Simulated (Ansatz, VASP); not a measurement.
**Al2Au in VASP and in Ansatz**

```xyz
3
Lattice="0.0000 3.0000 3.0000 3.0000 0.0000 3.0000 3.0000 3.0000 0.0000" Properties=species:S:1:pos:R:3 pbc="T T T"
Au    0.0000    0.0000    0.0000
Al    4.5000    4.5000    4.5000
Al    1.5000    1.5000    1.5000
```

Alike in both runs: functional PBEsol; k mesh 6 × 6 × 6; occupations fermi-dirac, width 0.05 eV; no spin polarisation.

|  | VASP | Ansatz |
| --- | --- | --- |
| version | VASP 6.6.1 | Ansatz 0.2.0 |
| potentials or method | VASP PAW PBE potentials, release 64 (Au, Al), cutoff 520 eV | all-electron LAPW, scalar-relativistic |
| task | single point | band structure |

VASP gave:

```
gap on the k mesh at the Fermi level (eV) : none
pressure (GPa)                            : 0.0
```

**Question.** What did Ansatz give for the same quantities?

**Answer.** gap on the k mesh at the Fermi level (eV): none; pressure (GPa): 0.2.

VASP's potentials were made for PBE, not for PBEsol. A gap of «none» marks a metal or a gap that the smearing closes. Ansatz ran all-electron here, and VASP with PAW potentials.

Neither program's run includes spin-orbit coupling. Noted on Ansatz's run: the k mesh is thin for a metal, which can move the energy by tens of meV per atom.
